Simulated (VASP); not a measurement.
A run of VASP 6.6.1 is set up as follows.

INCAR

```
SYSTEM = Rb
  PREC = Accurate
  ENCUT = 520
  EDIFF = 1E-7
  ISMEAR = 0
  SIGMA = 0.15
  LREAL = .False.
  LASPH = .True.
  NELM = 100
  ALGO = Normal
  ISIF = 2
  LWAVE = .False.
  LCHARG = .False.
  GGA = PE
  NBANDS = 10
```

Contents of KPOINTS:

```
regular mesh
0
Gamma
  12 12 12
  0 0 0
```

POSCAR

```
Rb
1.0
   -2.8480900000      2.8480900000      2.8480900000
    2.8480900000     -2.8480900000      2.8480900000
    2.8480900000      2.8480900000     -2.8480900000
Rb
1
Direct
    0.0000000000      0.0000000000      0.0000000000
```

Potentials or basis: VASP PAW PBE potentials, release 64 (Rb_sv).

The run is started by

```console
$ cat potpaw_PBE.64/Rb_sv/POTCAR > POTCAR
$ mpirun -np 1 vasp_std > vasp.out
```

Task: Predict the pressure.

Result: 0.0 GPa.

Caveat: the cell differs from its parent crystal (strain +0.015 along x and y, +0.015 along z).
